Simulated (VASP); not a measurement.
# Be (Im-3m) in VASP: settings compared, part 2 of 2

VASP 6.6.1. Earlier steps stand in the parts before.

## (3) Relaxation of cell and atoms, LDA

This run uses another cell than the first one, of 7.87 Å³/atom.

Contents of INCAR:

```
SYSTEM = Be
PREC = Accurate
ENCUT = 600
EDIFF = 1E-6
ISMEAR = 0
SIGMA = 0.1
LREAL = .FALSE.
LASPH = .TRUE.
NELM = 60
ALGO = Normal
ISIF = 3
LWAVE = .FALSE.
LCHARG = .FALSE.
GGA = CA
IBRION = 2
NSW = 60
EDIFFG = -0.01
```

Contents of KPOINTS:

```
Automatic mesh
0
G
  15 15 15
  0 0 0
```

Contents of POSCAR:

```
Be
1.0
   -1.2531209513      1.2531209513      1.2531209513
    1.2531209513     -1.2531209513      1.2531209513
    1.2531209513      1.2531209513     -1.2531209513
Be
1
Direct
    0.0000000000      0.0000000000      0.0000000000
```

Potentials or basis: VASP PAW LDA potentials, release 64 (Be).

Run with:

```
$ cat potpaw_LDA.64/Be/POTCAR > POTCAR
$ mpirun -np 1 vasp_std > vasp.out
```

OUTCAR:

```text
SYSTEM = Be
   PREC = Accurate
   ENCUT = 600
   EDIFF = 1E-6
   ISMEAR = 0
   LREAL = .FALSE.
   LASPH = .TRUE.
   NELM = 60
   ISIF = 3
   GGA = CA
   IBRION = 2
   NSW = 60
   EDIFFG = -0.01

 ion  position               nearest neighbor table
   1  0.000  0.000  0.000-

  LATTYP: Found a body centered cubic cell.
 ALAT       =     2.5062419026

  Lattice vectors:

 A1 = (  -1.2531209513,   1.2531209513,   1.2531209513)
 A2 = (   1.2531209513,  -1.2531209513,   1.2531209513)
 A3 = (   1.2531209513,   1.2531209513,  -1.2531209513)

Analysis of symmetry for initial positions (statically):
=====================================================================
 Subroutine PRICEL returns:
 Original cell was already a primitive cell.

 Routine SETGRP: Setting up the symmetry group for a
[... 247 lines left out ...]

 E-fermi :   7.9827     XC(G=0): -10.8087

 val. band max:        7.9745234165   @ k =   0.2667   0.2667   0.2000
 cond. band min:       8.0979231548   @ k =  -0.4000  -0.4000   0.1333
 fundamental gap:      0.1233997382
 Fermi energy:         7.9826801466

 k-point     1 :       0.0000    0.0000    0.0000
  band No.  band energies     occupation
      1      -4.2783      2.00000
      2      27.8829      0.00000
      3      27.8829      0.00000
      4      27.8829      0.00000
      5      39.8292      0.00000
[... 177 lines left out ...]
 k-point    24 :       0.4000    0.2000   -0.0000
  band No.  band energies     occupation
      1       4.1245      2.00000
      2       8.5839      0.00000
      3      16.0930      0.00000
      4      21.6797      0.00000
      5      35.7010      0.00000

 [... further k-points ...]

------------------------ aborting loop because EDIFF is reached ----------------------------------------

  FORCE on cell =-STRESS in cart. coord.  units (eV):
  Direction    XX          YY          ZZ          XY          YZ          ZX
  --------------------------------------------------------------------------------------
  -------------------------------------------------------------------------------------
  Total       -0.0006912     -0.0006912     -0.0006912      0.0000000     -0.0000000     -0.0000000
  in kB       -0.1479244     -0.1479244     -0.1479244      0.0000000     -0.0000000     -0.0000000
  external PRESSURE =      -0.1479244 kB  Pullay stress =       0.0000000 kB
[... 16 lines left out ...]
  FREE ENERGIE OF THE ION-ELECTRON SYSTEM (eV)
  ---------------------------------------------------
  free  energy   TOTEN  =        -4.1122248669 eV

  energy  without entropy=       -4.1115810927  energy(sigma->0) =       -4.11190298

 reached required accuracy - stopping structural energy minimisation
```

CONTCAR:

```text
Be
   1.00000000000000
    -1.2323454996369017    1.2323454996369017    1.2323454996369017
     1.2323454996369017   -1.2323454996369017    1.2323454996369017
     1.2323454996369017    1.2323454996369017   -1.2323454996369017
  Be
     1
Direct
     0.0000000000000000    0.0000000000000000    0.0000000000000000

  0.00000000E+00  0.00000000E+00  0.00000000E+00
```

Wall time 5.9 s (1 thread of Intel Xeon Platinum 8259CL at 2.50GHz (Skylake/Cascade Lake), shared host); peak memory 0.12 GiB.

What came out:

```yaml
Free_energy: -4.1122 eV
Relaxed_volume: 7.49 Å³/atom
Relaxed_cell: a = 2.134 Å, b = 2.134 Å, c = 2.134 Å, α = 109.47°, β = 109.47°, γ = 109.47°
Space_group_after_relaxing_to_0.1_Å: Im-3m (No. 229)
Energy_gained_by_relaxing: 7.6 meV/atom
Ionic_steps: 3
Pressure_after_relaxing: 0.0 GPa
Band_gap_on_the_k_mesh: zero (bands 1 and 2 overlap by 4.53 eV)
```

Step by step:
```
step  energy change (eV)  largest force (eV/Å)  pressure (GPa)  volume (Å³)
   1              0.0000                0.0000           -6.13         7.87
   2             -0.0075                0.0000           -0.84         7.53
   3             -0.0076                0.0000           -0.01         7.49
```

Final structure:
```
Be
1.0
    -1.23235    1.23235    1.23235
     1.23235   -1.23235    1.23235
     1.23235    1.23235   -1.23235
Be
1
Direct
  0.00000 0.00000 0.00000
```

## (4) Single point, HSE06

This run uses another cell than the first one, of 6.93 Å³/atom.

Contents of POSCAR:

```
Be
1.0
   -1.2008457219      1.2008457219      1.2008457219
    1.2008457219     -1.2008457219      1.2008457219
    1.2008457219      1.2008457219     -1.2008457219
Be
1
Direct
    0.0000000000      0.0000000000      0.0000000000
```

Contents of INCAR.step1:

```
SYSTEM = Be
  ALGO = Normal
  EDIFF = 1E-5
  ENCUT = 520
  GGA = PE
  ISIF = 2
  ISMEAR = 0
  LASPH = .TRUE.
  LCHARG = .FALSE.
  LREAL = .FALSE.
  LWAVE = .TRUE.
  NBANDS = 7
  NELM = 80
  PREC = Accurate
  SIGMA = 0.025
```

Contents of INCAR.step2:

```
SYSTEM = Be
  ALGO = Normal
  EDIFF = 1E-6
  ENCUT = 520
  GGA = PE
  HFSCREEN = 0.2079
  ISIF = 2
  ISMEAR = 0
  ISTART = 1
  LASPH = .TRUE.
  LCHARG = .FALSE.
  LHFCALC = .TRUE.
  LREAL = .FALSE.
  LWAVE = .FALSE.
  NBANDS = 7
  NELM = 80
  PREC = Accurate
  PRECFOCK = Normal
  SIGMA = 0.025
```

Contents of KPOINTS:

```
k-points
0
G
  10 10 10
  0 0 0
```

Potentials or basis: VASP PAW PBE potentials, release 64 (Be).

Run with:

```
$ cat potpaw_PBE.64/Be/POTCAR > POTCAR
$ cp INCAR.step1 INCAR
$ mpirun -np 1 vasp_std > vasp.out
$ cp INCAR.step2 INCAR
$ mpirun -np 1 vasp_std > vasp.out
```

Run time: 3.4 min. Hardware: 1 thread of Intel Xeon Platinum 8259CL at 2.50GHz (Skylake/Cascade Lake), shared host; peak memory 0.21 GiB.

It converged, with:

```yaml
Free_energy: -3.6441 eV
Pressure: 17.7 GPa
Band_gap_on_the_k_mesh: zero (bands 1 and 2 overlap by 7.52 eV)
```

Levels at points of the mesh, in eV from the Fermi level:
```
           k point  band 1  band 2  band 3  band 4
(0.00, 0.00, 0.00)  -14.55   23.22   23.22   23.22
(0.50, 0.00, 0.00)   -6.27    1.30   15.05   18.52
(0.50, 0.50, 0.50)    6.53    6.53    6.53   12.62
```

Caveat: the k points lie up to 0.37 Å⁻¹ apart, too coarse for converged energies and pressures of a metal; the PAW data sets were made with another functional, which shifts forces and pressure a little.

## (5) Summary

| task | level | potentials or basis | cell | k mesh | cutoff (eV) | smearing | grid for exact exchange (PRECFOCK) | share of exact exchange | screening parameter | gap on the mesh (eV) | pressure (GPa) |
| --- | --- | --- | --- | --- | --- | --- | --- | --- | --- | --- | --- |
| single point | LDA | VASP PAW LDA potentials, release 64 (Be) | a = 2.134 Å, angles 109.5°, 1 atom | 15 × 15 × 15 | 520 | gaussian 0.1 eV | - | - | - | none | 0.1 |
| relaxation of cell and atoms | LDA | VASP PAW LDA potentials, release 64 (Be) | relaxed from a = 2.170 Å, angles 109.5°, 1 atom | 15 × 15 × 15 | 600 | gaussian 0.1 eV | - | - | - | none | 0.0 |
| single point | HSE06 | VASP PAW PBE potentials, release 64 (Be) | a = 2.080 Å, angles 109.5°, 1 atom | 10 × 10 × 10 | 520 | gaussian 0.025 eV | Normal | 0.25 | 0.2079 1/Å | none | 17.7 |

Alike in all rows: no spin polarisation.

Caveats: some runs use coarse meshes; the PAW data sets were made with another functional, which shifts forces and pressure a little (at least some runs).

Total energies depend on the potentials used, so only differences within one code and one set of settings carry meaning.
